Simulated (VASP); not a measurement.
Runs of VASP 6.6.1 on Mn. The structure is that of space group Fd-3m (No. 227), or close to it. The cells are those of the table. 

```csv
spin,cell,k mesh,smearing,gap on the mesh (eV),pressure (GPa),moment (μB)
off,"a = 3.523 Å, angles 60.0°, 2 atoms",18 × 18 × 18,fermi-dirac 0.1 eV,none,0.5,-
"collinear, antiferromagnetic start","a = 3.859 Å, angles 60.0°, 2 atoms",12 × 12 × 12,fermi-dirac 0.05 eV,none,-3.1,0.00
"collinear, antiferromagnetic start","a = 3.716 Å, angles 60.0°, 2 atoms",12 × 12 × 12,fermi-dirac 0.05 eV,none,0.2,0.00
"collinear, antiferromagnetic start","a = 3.666 Å, angles 60.0°, 2 atoms",12 × 12 × 12,fermi-dirac 0.05 eV,none,(b),0.00
"collinear, antiferromagnetic start","a = 3.813 Å, angles 60.0°, 2 atoms",12 × 12 × 12,fermi-dirac 0.05 eV,none,-2.2,0.00
"collinear, antiferromagnetic start","a = 3.716 Å, angles 60.0°, 2 atoms",17 × 17 × 17,fermi-dirac 0.05 eV,none,0.3,0.00
"collinear, antiferromagnetic start","a = 3.614 Å, angles 60.0°, 2 atoms",12 × 12 × 12,fermi-dirac 0.05 eV,none,4.6,0.00
off,"a = 3.426 Å, angles 60.0°, 2 atoms",12 × 12 × 12,fermi-dirac 0.1 eV,none,(c),-
"collinear, antiferromagnetic start","a = 3.765 Å, angles 60.0°, 2 atoms",12 × 12 × 12,fermi-dirac 0.05 eV,none,(a),0.00
"collinear, antiferromagnetic start","a = 3.561 Å, angles 60.0°, 2 atoms",12 × 12 × 12,fermi-dirac 0.05 eV,none,7.9,0.00
```

Alike in all rows: task single point; level revPBE; potentials or basis VASP PAW PBE potentials, release 64 (Mn_pv); cutoff (eV) 520.

**Question.** Estimate the missing entries.

**Answer.** (a) -1.1; (b) 2.1; (c) 14.5.

Caveats: the PAW data sets were made with another functional, which shifts forces and pressure a little.

A gap of «none» marks levels without a gap at the run's occupations.
